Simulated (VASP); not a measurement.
# NiO (Fm-3m) in VASP: notebook, part 2 of 2

VASP 6.6.1. Earlier steps stand in the parts before.

## Step 4: Relaxation of cell and atoms, PBEsol, collinear spin, ferromagnetic start

This run uses another cell than the first one, of 9.08 Å³/atom, 0.988 times its volume.

INCAR

```
SYSTEM = NiO
ALGO     = Normal         ! electronic algorithm
EDIFF    = 1E-6           ! SCF threshold, eV
EDIFFG   = -0.01          ! ionic threshold
ENCUT    = 600            ! plane-wave cutoff, eV
GGA      = PS             ! functional
IBRION   = 2              ! ionic algorithm
ISIF     = 3              ! what is computed and relaxed
ISMEAR   = -1             ! smearing method
ISPIN    = 2              ! spin polarisation
LASPH    = .TRUE.         ! aspherical terms in the spheres
LCHARG   = .FALSE.        ! write CHGCAR
LMAXMIX  = 4              ! l up to which the mixer works
LORBIT   = 11             ! projections on sites
LREAL    = .FALSE.        ! projectors in reciprocal space
LWAVE    = .FALSE.        ! write WAVECAR
MAGMOM   = 1 0            ! initial moments
NELM     = 150            ! most SCF steps
NSW      = 60             ! ionic steps
PREC     = Accurate       ! precision mode
SIGMA    = 0.05           ! smearing width, eV
```

KPOINTS

```
k-points
0
G
  11 11 11
  0 0 0
```

POSCAR

```
NiO
1.0
    0.0000000000      2.0859016414      2.0859016414
    2.0859016414      0.0000000000      2.0859016414
    2.0859016414      2.0859016414      0.0000000000
Ni O
1 1
Direct
    0.0000000000      0.0000000000      0.0000000000
    0.5000000000      0.5000000000      0.5000000000
```

Potentials or basis: VASP PAW PBE potentials, release 64 (Ni, O).

On the command line:

```bash
$ cat potpaw_PBE.64/Ni/POTCAR potpaw_PBE.64/O/POTCAR > POTCAR
$ mpirun -np 1 vasp_std > vasp.out
```

It took 2.9 min on 1 thread of AMD EPYC 7R13, shared host; peak memory 0.14 GiB.

Results (log left out):

- Free energy: -12.4068 eV
- Relaxed volume: 8.71 Å³/atom
- Relaxed cell: a = 2.910 Å, b = 2.910 Å, c = 2.910 Å, α = 60.00°, β = 60.00°, γ = 60.00°
- Space group after relaxing (to 0.05 Å): Fm-3m (No. 225)
- Energy gained by relaxing: 9.3 meV/atom
- Ionic steps: 3
- Pressure after relaxing: 0.1 GPa
- Net moment: 1.24 μB per cell
- Site moments: Ni +1.03; O +0.17 μB
- Valence electrons inside the program's atomic spheres: Ni 9.12; O 4.95

Step by step:
| step | energy change (eV) | largest force (eV/Å) | pressure (GPa) | volume (Å³) |
| --- | --- | --- | --- | --- |
| 1 | 0.0000 | 0.0000 | -7.82 | 18.15 |
| 2 | -0.0121 | 0.0000 | 5.21 | 17.01 |
| 3 | -0.0186 | 0.0000 | 0.08 | 17.42 |

Final structure:
```
Ni O
1.0
     0.00000    2.05747    2.05747
     2.05747    0.00000    2.05747
     2.05747    2.05747    0.00000
Ni O
1 1
Direct
  0.00000 0.00000 0.00000
  0.50000 0.50000 0.50000
```

Levels at points of the mesh, in eV from the Fermi level:
Spin up:
| k point | band 6 | band 7 | band 8 | band 9 | band 10 | band 11 | band 12 | band 13 |
| --- | --- | --- | --- | --- | --- | --- | --- | --- |
| (0.00, 0.00, 0.00) | -2.72 | -2.51 | -2.51 | -2.51 | 1.68 | 17.72 | 19.13 | 19.13 |
Spin down:
```csv
k point,band 4,band 5,band 6,band 7,band 8,band 9,band 10,band 11
"(0.00, 0.00, 0.00)",-2.99,-1.87,-1.87,-1.87,-1.06,-1.06,1.93,17.70
```

Caveat: the PAW data sets were made with another functional, which shifts forces and pressure a little; a cell with one magnetic atom can't hold antiferromagnetic order, which such compounds often take; semilocal functionals often make such compounds metallic where correlation or magnetic order opens a gap, which also shifts bond lengths. With open d or f shells a metallic result of PBEsol can be an artefact of self-interaction; +U or a hybrid may open a gap.

## Step 5: Relaxation of cell and atoms, RPBE, collinear spin, ferromagnetic start

This run uses another cell than the first one, of 9.08 Å³/atom, 0.988 times its volume.

INCAR

```
SYSTEM = NiO
PREC = Accurate
ENCUT = 600
EDIFF = 1E-7
ISMEAR = -1
SIGMA = 0.05
LREAL = .FALSE.
LASPH = .TRUE.
NELM = 150
ALGO = Normal
ISIF = 3
LWAVE = .FALSE.
LCHARG = .FALSE.
ISPIN = 2
MAGMOM = 1 0
LORBIT = 11
LMAXMIX = 4
GGA = RP
IBRION = 2
NSW = 60
EDIFFG = -0.01
```

KPOINTS

```
Automatic mesh
0
G
  11 11 11
  0 0 0
```

POSCAR is that of step 4.

Potentials or basis: VASP PAW PBE potentials, release 64 (Ni, O).

On the command line:

```bash
$ cat potpaw_PBE.64/Ni/POTCAR potpaw_PBE.64/O/POTCAR > POTCAR
$ mpirun -np 1 vasp_std > vasp.out
```

OUTCAR:

```text
SYSTEM = NiO
   PREC = Accurate
   ENCUT = 600
   EDIFF = 1E-7
   ISMEAR = -1
   LREAL = .FALSE.
   LASPH = .TRUE.
   NELM = 150
   ISIF = 3
   ISPIN = 2
   LORBIT = 11
   GGA = RP
   IBRION = 2
   NSW = 60
   EDIFFG = -0.01

 ion  position               nearest neighbor table
   1  0.000  0.000  0.000-   2 2.09   2 2.09   2 2.09   2 2.09   2 2.09   2 2.09
   2  0.500  0.500  0.500-   1 2.09   1 2.09   1 2.09   1 2.09   1 2.09   1 2.09

  LATTYP: Found a face centered cubic cell.
 ALAT       =     4.1718032828

  Lattice vectors:

 A1 = (   0.0000000000,   2.0859016414,   2.0859016414)
 A2 = (   2.0859016414,   0.0000000000,   2.0859016414)
 A3 = (   2.0859016414,   2.0859016414,   0.0000000000)

Analysis of symmetry for initial positions (statically):
=====================================================================
 Subroutine PRICEL returns:
 Original cell was already a primitive cell.

[... 649 lines left out ...]
      6       4.7625      1.00000
      7       5.3868      1.00000
      8       5.5018      1.00000
      9       6.8161      0.99459
     10      12.0362      0.00000
     11      19.0695      0.00000
     12      19.8148      0.00000
     13      22.9282      0.00000

 [... further k-points ...]

 spin component 2

 k-point     1 :       0.0000    0.0000    0.0000
  band No.  band energies     occupation
      1     -12.1909      1.00000
      2       5.0025      1.00000
      3       5.0025      1.00000
      4       5.0025      1.00000
      5       5.3581      1.00000
      6       5.3581      1.00000
      7       5.3585      1.00000
      8       6.7519      0.99850
      9       6.7527      0.99847
     10       8.7145      0.00000
     11      24.7106      0.00000
     12      25.7575      0.00000
     13      25.7576      0.00000
[... 397 lines left out ...]
  FREE ENERGIE OF THE ION-ELECTRON SYSTEM (eV)
  ---------------------------------------------------
  free  energy   TOTEN  =       -10.6315797087 eV

  energy  without entropy=      -10.6256433584  energy(sigma->0) =      -10.62861153

 reached required accuracy - stopping structural energy minimisation

 total charge

# of ion       s       p       d       tot
------------------------------------------
    1        0.310   0.355   8.181   8.845
    2        1.558   3.411   0.000   4.968
--------------------------------------------------
tot          1.867   3.765   8.181  13.813

 magnetization (x)

# of ion       s       p       d       tot
------------------------------------------
    1        0.010   0.013   1.541   1.564
    2        0.026   0.276   0.000   0.302
--------------------------------------------------
tot          0.036   0.289   1.541   1.866
```

OSZICAR:

```text
N       E                     dE             d eps       ncg     rms          rms(c)
DAV:   1     0.977742577025E+02    0.97774E+02   -0.85391E+03  2952   0.170E+03
DAV:   2    -0.608340082599E+01   -0.10386E+03   -0.91676E+02  3107   0.311E+02
[... 36 lines left out ...]
DAV:   5    -0.106318637319E+02    0.97810E-03   -0.19665E-03  4264   0.750E-01    0.250E-01
DAV:   6    -0.106315908596E+02    0.27287E-03   -0.60119E-04  3122   0.399E-01    0.884E-02
DAV:   7    -0.106315750126E+02    0.15847E-04   -0.11690E-04  4046   0.190E-01    0.427E-02
DAV:   8    -0.106315797878E+02   -0.47752E-05   -0.16425E-05  3765   0.605E-02    0.138E-02
DAV:   9    -0.106315797995E+02   -0.11664E-07   -0.30535E-06  3153   0.390E-02    0.377E-03
DAV:  10    -0.106315797087E+02    0.90759E-07   -0.16507E-07  2017   0.601E-03
   3 F= -.10631580E+02 E0= -.10628612E+02  d E =-.498813E-01  mag=     1.9134
```

Wall time 3.6 min (1 thread of AMD EPYC 7R13, shared host); peak memory 0.14 GiB.

What came out:

| Item | Value |
| --- | --- |
| Free energy | -10.6316 eV |
| Relaxed volume | 9.74 Å³/atom |
| Relaxed cell | a = 3.020 Å, b = 3.020 Å, c = 3.020 Å, α = 60.00°, β = 60.00°, γ = 60.00° |
| Space group after relaxing (to 0.05 Å) | Fm-3m (No. 225) |
| Energy gained by relaxing | 24.9 meV/atom |
| Ionic steps | 3 |
| Pressure after relaxing | 0.0 GPa |
| Net moment | 1.91 μB per cell |
| Site moments | Ni +1.56; O +0.30 μB |
| Valence electrons inside the program's atomic spheres | Ni 8.85; O 4.97 |

The path:
```
step  energy change (eV)  largest force (eV/Å)  pressure (GPa)  volume (Å³)
   1              0.0000                0.0000           12.74        18.15
   2             -0.0404                0.0000           -4.71        20.11
   3             -0.0499                0.0000            0.04        19.48
```

Final structure:
```
CELL_PARAMETERS angstrom
0.00000 2.13558 2.13558
2.13558 0.00000 2.13558
2.13558 2.13558 0.00000
ATOMIC_POSITIONS crystal
Ni 0.00000 0.00000 0.00000
O 0.50000 0.50000 0.50000
```

Caveat: the PAW data sets were made with another functional, which shifts forces and pressure a little; a cell with one magnetic atom can't hold antiferromagnetic order, which such compounds often take; semilocal functionals often make such compounds metallic where correlation or magnetic order opens a gap, which also shifts bond lengths. With open d or f shells a metallic result of RPBE can be an artefact of self-interaction; +U or a hybrid may open a gap.

## Step 6: Overview

```csv
task,level,potentials or basis,cell,cutoff (eV),gap on the mesh (eV),pressure (GPa),moment (μB),relaxed volume (Å³/atom)
single point,r2SCAN,"VASP PAW PBE potentials, release 64 (Ni, O)","a = 2.962 Å, angles 60.0°, 2 atoms",520,0.78,0.1,2.00,-
relaxation of cell and atoms,LDA,"VASP PAW LDA potentials, release 64 (Ni, O)","relaxed from a = 2.950 Å, angles 60.0°, 2 atoms",600,none,0.2,0.28,8.26
relaxation of cell and atoms,PBEsol,"VASP PAW PBE potentials, release 64 (Ni, O)","relaxed from a = 2.950 Å, angles 60.0°, 2 atoms",600,none,0.1,1.24,8.71
relaxation of cell and atoms,RPBE,"VASP PAW PBE potentials, release 64 (Ni, O)","relaxed from a = 2.950 Å, angles 60.0°, 2 atoms",600,none,0.0,1.91,9.74
```

Alike in all rows: spin collinear, ferromagnetic start; k mesh 11 × 11 × 11; smearing fermi-dirac 0.05 eV.

Caveats: the PAW data sets were made with another functional, which shifts forces and pressure a little (some runs); a cell with one magnetic atom can't hold antiferromagnetic order, which such compounds often take (some runs); semilocal functionals often make such compounds metallic where correlation or magnetic order opens a gap, which also shifts bond lengths (some runs).

Total energies depend on the potentials used, so only differences within one code and one set of settings carry meaning.
